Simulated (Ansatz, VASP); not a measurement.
BaTiO3 in VASP and in Ansatz

```
Ba Ti O
1.0
     4.02877    0.00000    0.00000
     0.00000    4.02877    0.00000
     0.00000    0.00000    4.02891
Ba Ti O
1 1 3
Cartesian
  0.0000 0.0000 0.0000
  2.0144 2.0144 2.0145
  2.0144 2.0144 0.0000
  2.0144 0.0000 2.0145
  0.0000 2.0144 2.0145
```

Alike in both runs: task single point; functional PBE; k mesh 8 × 8 × 8; occupations gaussian, width 0.05 eV; no spin polarisation; Hubbard terms Ti d U = 4.0 eV.

|  | VASP | Ansatz |
| --- | --- | --- |
| version | VASP 6.6.1 | Ansatz 0.2.0 |
| potentials or method | VASP PAW PBE potentials, release 64 (Ba_sv, Ti_sv, O), cutoff 520 eV | scalar-relativistic, plane waves, PAW |
| valence electrons in the cell | 40 | 40 |

Ansatz gave:

```
gap on the k mesh at the Fermi level (eV) : 2.21
least direct gap on the mesh (eV)         : 2.38
pressure (GPa)                            : 0.0
```

**Question.** Estimate VASP's values.

**Answer.** gap on the k mesh at the Fermi level (eV): 2.17; least direct gap on the mesh (eV): 2.37; pressure (GPa): 3.5.

The programs project onto different local orbitals, so the same U acts differently, and such runs can settle in different states. Ansatz's warnings: near symmetry operations not taken.

Neither program's run includes spin-orbit coupling.
